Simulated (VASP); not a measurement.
# GaN (Fm-3m) in VASP: G0W0 quasiparticle levels with r2SCAN

Aim: the G0W0 quasiparticle levels of GaN with r2SCAN.

Program: VASP 6.6.1. These are calculated values, not measurements. Logs are shortened: lines on timing, memory, paths and dates and some standing lists are left out, and cuts for length are marked.

### Step 1. The cell of the first run

The structure is cubic, space group Fm-3m (No. 225). Conventional cell: a = 4.217 Å, b = 4.217 Å, c = 4.217 Å, α = 90.00°, β = 90.00°, γ = 90.00°. Within 2.8 Å of Ga (site symmetry m-3m) lie 6 N at 2.11 Å. Within 2.8 Å of N (site symmetry m-3m) lie 6 Ga at 2.11 Å.

### Step 2. G0W0 quasiparticle levels, r2SCAN

Input file POSCAR:

```
GaN
1.0
    0.0000000000      2.1085153685      2.1085153685
    2.1085153685      0.0000000000      2.1085153685
    2.1085153685      2.1085153685      0.0000000000
Ga N
1 1
Direct
    0.5000000000      0.5000000000      0.5000000000
    0.0000000000      0.0000000000      0.0000000000
```

Input file INCAR.step1:

```
ALGO = Normal
EDIFF = 1E-8
ENCUT = 500
ISMEAR = 0
LASPH = True
LCHARG = False
LMIXTAU = True
LREAL = False
LWAVE = True
METAGGA = R2SCAN
NELM = 80
PREC = Accurate
SIGMA = 0.01
```

Input file INCAR.step2:

```
ALGO = Exact
EDIFF = 1E-8
ENCUT = 500
ISMEAR = 0
ISTART = 1
LASPH = True
LCHARG = False
LMIXTAU = True
LOPTICS = True
LREAL = False
LWAVE = True
METAGGA = R2SCAN
NBANDS = 111
NELM = 1
PREC = Accurate
SIGMA = 0.01
```

Input file INCAR.step3:

```
ALGO = EVGW0
EDIFF = 1E-8
ENCUT = 500
ENCUTGW = 180.0
ISMEAR = 0
ISTART = 1
LASPH = True
LCHARG = False
LMIXTAU = True
LREAL = False
LWAVE = False
METAGGA = R2SCAN
NBANDS = 111
NBANDSGW = 17
NELMGW = 1
NOMEGA = 96
OMEGAMAX = 20
PREC = Accurate
PRECFOCK = Fast
SIGMA = 0.01
```

Input file KPOINTS:

```
k-points
0
Gamma
  6 6 6
```

Potentials or basis: VASP PAW PBE potentials, release 64 (Ga_d_GW, N_GW).

The run is started by

```bash
> cat potpaw_PBE.64/Ga_d_GW/POTCAR potpaw_PBE.64/N_GW/POTCAR > POTCAR
> cp INCAR.step1 INCAR
> mpirun -np 1 vasp_std > vasp.out
> cp INCAR.step2 INCAR
> mpirun -np 1 vasp_std > vasp.out
> cp INCAR.step3 INCAR
> mpirun -np 1 vasp_std > vasp.out
```

OUTCAR:

```text
EDIFF = 1E-8
   ENCUT = 500
   ENCUTGW = 180.0
   ISMEAR = 0
   ISTART = 1
   LASPH = True
   LREAL = False
   METAGGA = R2SCAN
   NELMGW = 1
   PREC = Accurate
   PRECFOCK = Fast

 ion  position               nearest neighbor table
   1  0.500  0.500  0.500-   2 2.11   2 2.11   2 2.11   2 2.11   2 2.11   2 2.11
   2  0.000  0.000  0.000-   1 2.11   1 2.11   1 2.11   1 2.11   1 2.11   1 2.11

  LATTYP: Found a face centered cubic cell.
 ALAT       =     4.2170307370

  Lattice vectors:

 A1 = (   0.0000000000,   2.1085153685,   2.1085153685)
 A2 = (   2.1085153685,   0.0000000000,   2.1085153685)
 A3 = (   2.1085153685,   2.1085153685,   0.0000000000)

Analysis of symmetry for initial positions (statically):
=====================================================================
 Subroutine PRICEL returns:
 Original cell was already a primitive cell.

 Routine SETGRP: Setting up the symmetry group for a
 face centered cubic supercell.

 Subroutine GETGRP returns: Found 48 space group operations
 (whereof 48 operations were pure point group operations)
 out of a pool of 48 trial point group operations.

The static configuration has the point symmetry O_h .

Analysis of symmetry for dynamics (positions and initial velocities):
=====================================================================
 Subroutine PRICEL returns:
 Original cell was already a primitive cell.

 Routine SETGRP: Setting up the symmetry group for a
 face centered cubic supercell.

 Subroutine GETGRP returns: Found 48 space group operations
 (whereof 48 operations were pure point group operations)
 out of a pool of 48 trial point group operations.

The dynamic configuration has the point symmetry O_h .

 Subroutine INISYM returns: Found 48 space group operations
 (whereof 48 operations are pure point group operations),
 and found     1 'primitive' translations

----------------------------------------------------------------------------------------

                                     Primitive cell

  volume of cell :      18.7482

  direct lattice vectors                    reciprocal lattice vectors
     0.000000000  2.108515368  2.108515368    -0.237133676  0.237133676  0.237133676
     2.108515368  0.000000000  2.108515368     0.237133676 -0.237133676  0.237133676
     2.108515368  2.108515368  0.000000000     0.237133676  0.237133676 -0.237133676

[... 55 lines left out ...]
 -0.333333  0.500000  0.166667     12.000000
   k-points           NKPTS =     16   k-points in BZ     NKDIM =    216   number of bands    NBANDS=    111
   number of dos      NEDOS =    301   number of ions     NIONS =      2
   total plane-waves  NPLWV =  13824
   dimension x,y,z NGX =    24 NGY =   24 NGZ =   24
   dimension x,y,z NGXF=    48 NGYF=   48 NGZF=   48
   ions per type =               1   1
   NGX,Y,Z   is equivalent  to a cutoff of  13.38, 13.38, 13.38 a.u.
   NGXF,Y,Z  is equivalent  to a cutoff of  26.76, 26.76, 26.76 a.u.
 SYSTEM =  unknown system
   PREC   = accura    normal or accurate (medium, high low for compatibility)
   ISTART =      1    job   : 0-new  1-cont  2-samecut
   ICHARG =      0    charge: 1-file 2-atom 10-const
   ISPIN  =      1    spin polarized calculation?
   LNONCOLLINEAR =      F non collinear calculations
   LSORBIT =      F    spin-orbit coupling
   LASPH  =      T    aspherical Exc in radial PAW
   ENCUT  =  500.0 eV  36.75 Ry    6.06 a.u.   5.44  5.44  5.44*2*pi/ulx,y,z
   NELM   =     60;   NELMIN=  2; NELMDL=  0     # of ELM steps
   EDIFF  = 0.1E-07   stopping-criterion for ELM
   LREAL  =      F    real-space projection
   EDIFFG = 0.1E-06   stopping-criterion for IOM
   NSW    =      0    number of steps for IOM
   IBRION =     -1    ionic relax: 0-MD 1-quasi-New 2-CG
   NFREE  =      0    steps in history (QN), initial steepest desc. (CG)
   ISIF   =      0    stress and relaxation
   ISYM   =      3    0-nonsym 1-usesym 2-fastsym
   POTIM  = 0.5000    time-step for ionic-motion
   TEBEG  =    0.0;   TEEND  =   0.0 temperature during run
   PSTRESS=    0.0 pullay stress
   NELECT =      18.0000    total number of electrons
   NUPDOWN=      -1.0000    fix difference up-down
   EMIN   =  10.00;   EMAX   =-10.00  energy-range for DOS
   EFERMI =   0.00;   METHOD = LEGACY
   ISMEAR =     0;   SIGMA  =   0.01  broadening in eV -4-tet -1-fermi 0-gaus
   EFERMI_NEDOS =   21; number of points for ismear=-14 and -15
   IALGO  =     38    algorithm
   IMIX   =      4    mixing-type and parameters
     AMIX     =   0.40;   BMIX     =  1.00
     AMIX_MAG =   1.60;   BMIX_MAG =  1.00
  volume/ion in A,a.u.               =       9.37        63.26
  Fermi-wavevector in a.u.,A,eV,Ry     =   1.615024  3.051952 35.488097  2.608302
  Thomas-Fermi vector in A             =   2.709838
   LORBIT       =      0    0 simple, 1 ext, 2 COOP (PROOUT), +10 PAW based schemes
   METAGGA = R2SCAN    functional components
   LHFCALC =     T    Hartree Fock is set to
   PRECFOCK=fast      Normal, Fast or Accurate (Low or Medium for compatibility)
   ENCUT4O =  -1.0   cutoff for four orbital integrals eV
   NKREDX  =     1    reduce k-point grid by
   NKREDY  =     1    reduce k-point grid by
   NKREDZ  =     1    reduce k-point grid by
   AEXX    =    1.0000 exact exchange contribution
   HFSCREEN=    0.0000 screening length (either q_TF or 0.3 A-1)
   HFSCREENC=   0.0000 screening length for correlation (either q_TF or 0.3 A-1)
   ENCUTFOCK=  -1.0 apply spherical cutoff to Coloumb kernel
   IVDW    =     0    specifies the selected vdW correction
   LEPSILON=     F    determine dielectric tensor
   LRPA    =     F    only Hartree local field effects (RPA)
   LRPAFORCE           =     F    calculate RPA forces
   ENCUTGW             = 180.0    cutoff for response function in eV
   ENCUTGWSOFT         = 144.0    soft cutoff for Coulomb kernel in GW response function in eV
   ENCUTLF             =  -1.0    cutoff for local field effects
   NELMGW              =     1    number of iterations in solving QP/BSE equation
   NELMHF              =     1    number of iterations in the inner HF iteration
   NKREDLFX            =     1    NKREDLFY  =   1   NKREDLFZ  =   1
 non-spin polarized calculation
 Gauss-broadening in eV      SIGMA  =   0.01
  energy-cutoff  :      500.00
  volume of cell :       18.75
 maximum number of plane-waves:       531
 NGX is ok and might be reduce to    24
  NGX = 14; NGY = 14; NGZ = 14
   NGX = 11   NGY = 11   NGZ = 11
 maximum number of plane-waves:       113
 NGX is ok and might be reduce to    14

 QP shifts <psi_nk| G(iteration)W_0 |psi_nk>: iteration 1
 for sc-GW calculations column KS-energies equals QP-energies in previous step
 and V_xc(KS)=  KS-energies - (<T + V_ion + V_H > + <T+V_H+V_ion>^1  + <V_x>^1)

 k-point   1 :       0.0000    0.0000    0.0000
  band No.  KS-energies  QP-energies   sigma(KS)   V_xc(KS)     V^pw_x(r,r')   Z            occupation Imag(sigma)

      1     -10.5929     -10.9019     -16.2400     -15.7905     -24.6496       0.6875       2.0000       1.2250
      2      -6.9284      -9.1846     -25.6846     -22.6565     -35.1207       0.7451       2.0000       0.0983
      3      -6.9284      -9.1846     -25.6846     -22.6565     -35.1207       0.7451       2.0000       0.0983
      4      -6.9284      -9.1846     -25.6846     -22.6565     -35.1207       0.7451       2.0000       0.0983
      5      -6.8572      -9.1196     -25.9265     -22.8848     -35.5824       0.7438       2.0000       0.1404
      6      -6.8572      -9.1196     -25.9265     -22.8848     -35.5824       0.7438       2.0000       0.1404
[... 311 lines left out ...]
      3      -6.8827      -9.1093     -25.8124     -22.8154     -35.4730       0.7430       2.0000       0.1558
      4      -6.7982      -9.0478     -25.7481     -22.7319     -35.1935       0.7458       2.0000       0.1069
      5      -6.6493      -8.9241     -26.0325     -22.9928     -35.5333       0.7484       2.0000       0.0989
      6      -4.2536      -5.3494     -22.7819     -21.3180     -31.1732       0.7485       2.0000       0.4539
[... 9 lines left out ...]
     16      35.9509      36.2949     -13.2432     -13.6613      -5.9628       0.8230       0.0000      -1.3867
     17      38.1673      38.2871     -13.2693     -13.4149      -5.0881       0.8231       0.0000      -1.7503
```

Wall time 5.1 min (1 thread of Intel Xeon 6975P-C (Granite Rapids), shared host); peak memory 0.48 GiB.

What came out:

- Quasiparticle gap: 1.77 eV
- Least direct quasiparticle gap: 4.15 eV
- Band gap of the starting levels on the mesh: 1.13 eV
- Least direct gap of the starting levels on the mesh: 3.39 eV

Caveat: the k points lie up to 0.43 Å⁻¹ apart; bands, screening cutoff and mesh are small and nothing is extrapolated, so the quasiparticle values aren't converged.
